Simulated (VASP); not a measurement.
# Be16CO in VASP: a series of runs, part 2 of 2

VASP 6.6.1.

### 4 Single point, PBE

File INCAR:

```
SYSTEM = Be16CO
PREC = Accurate
ENCUT = 520
EDIFF = 1E-7
ISMEAR = 0
SIGMA = 0.1
LREAL = Auto
LASPH = .True.
NELM = 80
ALGO = Normal
ISIF = 2
LWAVE = .False.
LCHARG = .False.
LDIPOL = .True.
IDIPOL = 3
DIPOL = 0.5 0.5 0.314
GGA = PE
NBANDS = 36
```

File KPOINTS:

```
regular mesh
0
Gamma
  6 6 1
  0 0 0
```

File POSCAR:

```
Be16CO
1.0
    4.5254381410      0.0000000000      0.0000000000
   -2.2627190705      3.9191443934      0.0000000000
    0.0000000000      0.0000000000     23.4761687145
Be C O
16 1 1
Direct
    0.3333333333      0.1666666667      0.1703855535
    0.3333333333      0.6666666667      0.1703855535
    0.8333333333      0.1666666667      0.1703855535
    0.8333333333      0.6666666667      0.1703855535
    0.1666666667      0.3333333333      0.2463521558
    0.1666666667      0.8333333333      0.2463521558
    0.6666666667      0.3333333333      0.2463521558
    0.6666666667      0.8333333333      0.2463521558
    0.3333333333      0.1666666667      0.3241941575
    0.3333333333      0.6666666667      0.3241941575
    0.8333333333      0.1666666667      0.3241941575
    0.8333333333      0.6666666667      0.3241941575
    0.1666666667      0.3333333333      0.4036505628
    0.1666666667      0.8333333333      0.4036505628
    0.6666666667      0.3333333333      0.4036505628
    0.6666666667      0.8333333333      0.4036505628
    0.1666666667      0.3333333333      0.5088636421
    0.1666666667      0.3333333333      0.5582754526
```

Potentials or basis: VASP PAW PBE potentials, release 64 (Be, C, O).

The run is started by

```
> cat potpaw_PBE.64/Be/POTCAR potpaw_PBE.64/C/POTCAR potpaw_PBE.64/O/POTCAR > POTCAR
> mpirun -np 1 vasp_std > vasp.out
```

OUTCAR:

```text
SYSTEM = Be16CO
   PREC = Accurate
   ENCUT = 520
   EDIFF = 1E-7
   ISMEAR = 0
   LREAL = Auto
   LASPH = .True.
   NELM = 80
   ISIF = 2
   GGA = PE

 ion  position               nearest neighbor table
   1  0.333  0.167  0.170-   5 2.21   7 2.21   6 2.21   3 2.26   3 2.26   2 2.26   2 2.26   4 2.26
                             4 2.26
   2  0.333  0.667  0.170-   6 2.21   8 2.21   5 2.21   4 2.26   4 2.26   3 2.26   1 2.26   1 2.26
                             3 2.26
   3  0.833  0.167  0.170-   7 2.21   5 2.21   8 2.21   1 2.26   1 2.26   2 2.26   4 2.26   4 2.26
                             2 2.26
   4  0.833  0.667  0.170-   8 2.21   6 2.21   7 2.21   2 2.26   2 2.26   1 2.26   3 2.26   3 2.26
                             1 2.26
[... 502 lines left out ...]
  external PRESSURE =     -17.6990977 kB  Pullay stress =       0.0000000 kB

 VOLUME and BASIS-vectors are now :
 -----------------------------------------------------------------------------
  energy-cutoff  :      520.00
  volume of cell :      416.37
      direct lattice vectors                 reciprocal lattice vectors
     4.525438141  0.000000000  0.000000000     0.220973079  0.127578867  0.000000000
    -2.262719071  3.919144393  0.000000000     0.000000000  0.255157733  0.000000000
     0.000000000  0.000000000 23.476168715     0.000000000  0.000000000  0.042596388

 POSITION                                       TOTAL-FORCE (eV/Angst)
 -----------------------------------------------------------------------------------
      1.13136      0.65319      4.00000        -0.009624      0.005556     -0.201120
     -0.00000      2.61276      4.00000         0.000000     -0.011113     -0.201120
      3.39408      0.65319      4.00000         0.009624      0.005556     -0.201120
      2.26272      2.61276      4.00000        -0.000000     -0.000000     -0.225706
      0.00000      1.30638      5.78340        -0.000000      0.000000      0.360640
     -1.13136      3.26595      5.78340         0.000227      0.000131      0.236935
[... 10 lines left out ...]
      0.00000      1.30638     11.94617        -0.000000      0.000000      1.021738
      0.00000      1.30638     13.10617        -0.000000      0.000000     -1.210940
 -----------------------------------------------------------------------------------
    total drift:                               -0.000000      0.000000     -0.000719

  FREE ENERGIE OF THE ION-ELECTRON SYSTEM (eV)
  ---------------------------------------------------
  free  energy   TOTEN  =       -70.8374203947 eV

  energy  without entropy=      -70.7936809207  energy(sigma->0) =      -70.81555066

 vacuum level on the upper side and lower side of the slab         3.855         4.050
```

stdout:

```text
POSCAR found type information on POSCAR BeC O
 POSCAR found :  3 types and      18 ions
 scaLAPACK will be used
 LDA part: xc-table for (Slater+PW92), standard interpolation
 POSCAR, INCAR and KPOINTS ok, starting setup
 FFT: planning ... GRIDC
 FFT: planning ... GRID_SOFT
 FFT: planning ... GRID
 WAVECAR not read
 entering main loop
```

It took 5.5 min on 1 thread of AMD EPYC 9R45 (Zen 5), shared host; peak memory 0.48 GiB.

Results:

* Free energy: -70.8374 eV
* Largest force: 1.211 eV/Å
* Band gap on the k mesh: zero (band 21 reaches -0.69 eV, above the bottom of band 22 at -2.69 eV)

Forces on the atoms (eV/Å):
```
Be  -0.010  0.006 -0.201
Be   0.000 -0.011 -0.201
Be   0.010  0.006 -0.201
Be   0.000  0.000 -0.226
Be   0.000  0.000  0.361
Be   0.000  0.000  0.237
Be   0.000  0.000  0.237
Be   0.000  0.000  0.237
Be   0.149 -0.086  0.032
Be   0.000  0.172  0.032
Be  -0.149 -0.086  0.032
Be   0.000  0.000 -0.159
Be   0.000  0.000  0.890
Be   0.018  0.010 -0.294
Be   0.000 -0.020 -0.294
Be  -0.018  0.010 -0.294
C    0.000  0.000  1.022
O    0.000  0.000 -1.211
```

Levels at points of the mesh, in eV from the Fermi level:
```
           k point  band 19  band 20  band 21  band 22  band 23  band 24
(0.00, 0.00, 0.00)    -1.74    -1.74    -1.68    -1.43     2.53     2.53
(0.50, 0.00, 0.00)    -1.12    -0.04     0.54     0.74     0.91     2.52
```

### 5 Single point, PBE

File INCAR:

```
SYSTEM = Be16CO
PREC = Accurate
ENCUT = 520
EDIFF = 1E-6
ISMEAR = 0
SIGMA = 0.1
LREAL = Auto
LASPH = .TRUE.
NELM = 80
ALGO = Normal
ISIF = 2
LWAVE = .FALSE.
LCHARG = .FALSE.
LDIPOL = .TRUE.
IDIPOL = 3
DIPOL = 0.5 0.5 0.310
GGA = PE
NBANDS = 36
```

File KPOINTS:

```
Automatic mesh
0
G
  6 6 1
  0 0 0
```

Edit POSCAR of step 4 so:

```diff
@@ -24,3 +24,3 @@
     0.6666666667      0.8333333333      0.4036505628
-    0.1666666667      0.3333333333      0.5088636421
-    0.1666666667      0.3333333333      0.5582754526
+    0.1666666667      0.3333333333      0.4735086397
+    0.1666666667      0.3333333333      0.5229204503
```

Potentials or basis: VASP PAW PBE potentials, release 64 (Be, C, O).

The run is started by

```
> cat potpaw_PBE.64/Be/POTCAR potpaw_PBE.64/C/POTCAR potpaw_PBE.64/O/POTCAR > POTCAR
> mpirun -np 1 vasp_std > vasp.out
```

OUTCAR:

```text
SYSTEM = Be16CO
   PREC = Accurate
   ENCUT = 520
   EDIFF = 1E-6
   ISMEAR = 0
   LREAL = Auto
   LASPH = .TRUE.
   NELM = 80
   ISIF = 2
   GGA = PE

 ion  position               nearest neighbor table
   1  0.333  0.167  0.170-   5 2.21   7 2.21   6 2.21   3 2.26   3 2.26   2 2.26   2 2.26   4 2.26
                             4 2.26
   2  0.333  0.667  0.170-   6 2.21   8 2.21   5 2.21   4 2.26   4 2.26   3 2.26   1 2.26   1 2.26
                             3 2.26
   3  0.833  0.167  0.170-   7 2.21   5 2.21   8 2.21   1 2.26   1 2.26   2 2.26   4 2.26   4 2.26
                             2 2.26
   4  0.833  0.667  0.170-   8 2.21   6 2.21   7 2.21   2 2.26   2 2.26   1 2.26   3 2.26   3 2.26
                             1 2.26
   5  0.167  0.333  0.246-   1 2.21   3 2.21   2 2.21   9 2.25  11 2.25  10 2.25   7 2.26   7 2.26
                             6 2.26   6 2.26   8 2.26   8 2.26
   6  0.167  0.833  0.246-   2 2.21   4 2.21   1 2.21  10 2.25  12 2.25   9 2.25   8 2.26   8 2.26
                             7 2.26   5 2.26   5 2.26   7 2.26
   7  0.667  0.333  0.246-   3 2.21   1 2.21   4 2.21  11 2.25   9 2.25  12 2.25   5 2.26   5 2.26
                             6 2.26   8 2.26   8 2.26   6 2.26
[... 485 lines left out ...]

------------------------ aborting loop because EDIFF is reached ----------------------------------------

 vacuum level on the upper side and lower side of the slab       (xc-potential included)         0.068        -0.305

  FORCE on cell =-STRESS in cart. coord.  units (eV):
  Direction    XX          YY          ZZ          XY          YZ          ZX
  --------------------------------------------------------------------------------------
  -------------------------------------------------------------------------------------
  Total       -4.6154775     -4.6154775     -0.8689338     -0.0000000      0.0000000      0.0000000
  in kB      -17.7602103    -17.7602103     -3.3436295     -0.0000000      0.0000000      0.0000000
  external PRESSURE =     -12.9546833 kB  Pullay stress =       0.0000000 kB

 VOLUME and BASIS-vectors are now :
 -----------------------------------------------------------------------------
  energy-cutoff  :      520.00
  volume of cell :      416.37
      direct lattice vectors                 reciprocal lattice vectors
     4.525438141  0.000000000  0.000000000     0.220973079  0.127578867  0.000000000
    -2.262719071  3.919144393  0.000000000     0.000000000  0.255157733  0.000000000
     0.000000000  0.000000000 23.476168715     0.000000000  0.000000000  0.042596388

 POSITION                                       TOTAL-FORCE (eV/Angst)
 -----------------------------------------------------------------------------------
      1.13136      0.65319      4.00000        -0.044203      0.025521     -0.115137
     -0.00000      2.61276      4.00000        -0.000000     -0.051041     -0.115137
      3.39408      0.65319      4.00000         0.044203      0.025521     -0.115137
      2.26272      2.61276      4.00000        -0.000000      0.000000     -0.102556
      0.00000      1.30638      5.78340        -0.000000      0.000000      0.507347
     -1.13136      3.26595      5.78340        -0.056701     -0.032737      0.226707
[... 10 lines left out ...]
      0.00000      1.30638     11.11617        -0.000000      0.000000     -0.307759
      0.00000      1.30638     12.27617        -0.000000      0.000000      0.590869
 -----------------------------------------------------------------------------------
    total drift:                               -0.000000      0.000000     -0.009643

  FREE ENERGIE OF THE ION-ELECTRON SYSTEM (eV)
  ---------------------------------------------------
  free  energy   TOTEN  =       -71.7080022907 eV

  energy  without entropy=      -71.6960383890  energy(sigma->0) =      -71.70202034

 vacuum level on the upper side and lower side of the slab         4.249         3.862
```

stdout:

```text
POSCAR found type information on POSCAR BeC O
 POSCAR found :  3 types and      18 ions
 scaLAPACK will be used
 LDA part: xc-table for (Slater+PW92), standard interpolation
 POSCAR, INCAR and KPOINTS ok, starting setup
 FFT: planning ... GRIDC
 FFT: planning ... GRID_SOFT
 FFT: planning ... GRID
 WAVECAR not read
 entering main loop
```

Wall time 4.9 min (1 thread of AMD EPYC 9R45 (Zen 5), shared host); peak memory 0.47 GiB.

What came out:

| Property | Result |
| --- | --- |
| Free energy | -71.7080 eV |
| Largest force | 0.591 eV/Å |
| Band gap on the k mesh | zero (band 21 reaches -0.98 eV, above the bottom of band 22 at -2.15 eV) |

Forces in eV/Å, atoms in the order of the input:
```
Be  -0.044  0.026 -0.115
Be   0.000 -0.051 -0.115
Be   0.044  0.026 -0.115
Be   0.000  0.000 -0.103
Be   0.000  0.000  0.507
Be  -0.057 -0.033  0.227
Be   0.000  0.065  0.227
Be   0.057 -0.033  0.227
Be   0.173 -0.100  0.046
Be   0.000  0.200  0.046
Be  -0.173 -0.100  0.046
Be   0.000  0.000 -0.107
Be   0.000  0.000  0.052
Be  -0.055 -0.032 -0.369
Be   0.000  0.063 -0.369
Be   0.055 -0.032 -0.369
C    0.000  0.000 -0.308
O    0.000  0.000  0.591
```

Levels at points of the mesh, in eV from the Fermi level:
```
           k point  band 18  band 19  band 20  band 21  band 22  band 23  band 24  band 25
(0.00, 0.00, 0.00)    -2.04    -1.82    -1.82    -1.80    -0.83     2.07     2.07     2.87
(0.50, 0.00, 0.00)    -1.53    -0.88    -0.25     0.33     0.51     1.77     2.60     2.80
```
